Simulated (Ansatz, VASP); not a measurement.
**Si2Ni: VASP beside Ansatz**

```
Si Ni
1.0
     0.00000    2.77685    2.77685
     2.77685    0.00000    2.77685
     2.77685    2.77685    0.00000
Si Ni
2 1
Direct
  0.25000 0.25000 0.25000
  0.75000 0.75000 0.75000
  0.00000 0.00000 0.00000
```

Alike in both runs: task single point; functional PBE; k mesh 14 × 14 × 14; occupations gaussian, width 0.1 eV; no spin polarisation.

|  | VASP | Ansatz |
| --- | --- | --- |
| version | VASP 6.6.1 | Ansatz 0.2.0 |
| potentials or method | VASP PAW PBE potentials, release 64 (Si, Ni), cutoff 520 eV | scalar-relativistic, plane waves, PAW |
| valence electrons in the cell | 18 | 26 |

|  | VASP | Ansatz | Ansatz less VASP |
| --- | --- | --- | --- |
| gap on the k mesh at the Fermi level (eV) | none | none | - |
| pressure (GPa) | -7.6 | -7.5 | +0.10 |

A gap of «none» marks a metal or a gap that the smearing closes. With one functional, cell and mesh, what is left measures potentials, basis and numerics. VASP's potentials hold 18 valence electrons a cell and Ansatz's 26, so a difference there can come from the potentials and not from the codes.
